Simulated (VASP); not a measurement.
# Ge: single point with PBE

Crystal: Ge.

```xyz
4
Lattice="0.0000 3.6458 5.6916 1.8240 0.0000 5.6916 1.8240 3.6458 0.0000" Properties=species:S:1:pos:R:3 pbc="T T T"
Ge    2.7360    5.4687    6.4114
Ge    1.8240    3.6458    3.5656
Ge    1.8240    3.6458    7.8177
Ge    2.7360    5.4687   10.6635
```

```
Program             : VASP 6.6.1
Task                : single point
Functional          : PBE
Potentials or basis : VASP PAW PBE potentials, release 64 (Ge_d)
Cutoff              : 520 eV
k mesh              : 6 × 6 × 6
Occupations         : gaussian, width 0.1 eV
Spin                : no spin polarisation
```

```
Pressure               : 15.2 GPa
Largest force          : 1.225 eV/Å
Band gap on the k mesh : zero (band 28 reaches 7.01 eV, above the bottom of band 29 at 6.49 eV)
```

Forces on the atoms (eV/Å):
```
Ge   0.000  0.000  1.225
Ge   0.000  0.000  1.225
Ge   0.000  0.000 -1.225
Ge   0.000  0.000 -1.225
```

Stress tensor (GPa, compression positive):
```
22.74  0.00  0.00
 0.00  7.60  0.00
 0.00  0.00 15.34
```

Levels at points of the mesh, in eV from the Fermi level:
```csv
k point,band 26,band 27,band 28,band 29,band 30,band 31
"(0.00, 0.00, 0.00)",-0.27,0.36,0.43,0.46,0.91,2.76
"(0.50, 0.00, 0.00)",-3.85,-2.04,-1.63,-0.09,0.95,2.55
"(0.50, 0.50, 0.00)",-2.00,-0.47,-0.47,2.02,2.02,3.11
"(0.50, 0.00, 0.50)",-4.61,-1.56,-1.56,1.25,1.25,6.15
"(0.00, 0.50, 0.50)",-1.92,-1.09,-1.09,0.98,0.98,3.64
```

Run time: 3.2 min on 1 thread of AMD EPYC 7R13 Processor (Zen 3), with other jobs on the host, peak memory 0.25 GiB.

Caveat: forces of over 1 eV/Å act on the atoms, so gaps and moduli don't describe the material at rest.
